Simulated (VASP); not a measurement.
Here is a VASP 6.6.1 calculation.

INCAR

```
PREC     = Accurate       # precision mode
ENCUT    = 520            # plane-wave cutoff, eV
EDIFF    = 1E-6           # SCF threshold, eV
ISMEAR   = -1             # smearing method
SIGMA    = 0.1            # smearing width, eV
LREAL    = F              # projectors in reciprocal space
LASPH    = T              # aspherical terms in the spheres
NELM     = 80             # most SCF steps
ALGO     = Normal         # electronic algorithm
ISIF     = 2              # what is computed and relaxed
LWAVE    = F              # write WAVECAR
LCHARG   = F              # write CHGCAR
GGA      = RP             # functional
NBANDS   = 34             # bands
```

KPOINTS

```
regular mesh
0
Gamma
  11 11 3
```

Contents of POSCAR:

```
Tl
1.0
    3.6433391313      0.0000000000      0.0000000000
   -1.8216695656      3.1552242423      0.0000000000
    0.0000000000      0.0000000000     11.6692559781
Tl
4
Direct
    0.0000000000      1.0000000000      0.0000000000
    0.0000000000      0.0000000000      0.5000000000
    0.3333333333      0.6666666667      0.2500000000
    0.6666666667      0.3333333333      0.7500000000
```

Potentials or basis: VASP PAW PBE potentials, release 64 (Tl_d).

Command:

```bash
$ cat potpaw_PBE.64/Tl_d/POTCAR > POTCAR
$ mpirun -np 1 vasp_std > vasp.out
```

Question: What does it give for the pressure?

Answer: -0.1 GPa.

Question: Estimate the band gap on the k mesh.

Answer: Zero (band 26 reaches 8.08 eV, above the bottom of band 27 at 4.40 eV).

Caveat: the PAW data sets were made with another functional, which shifts forces and pressure a little; spin-orbit coupling is left out, which moves the levels of the heavy elements.
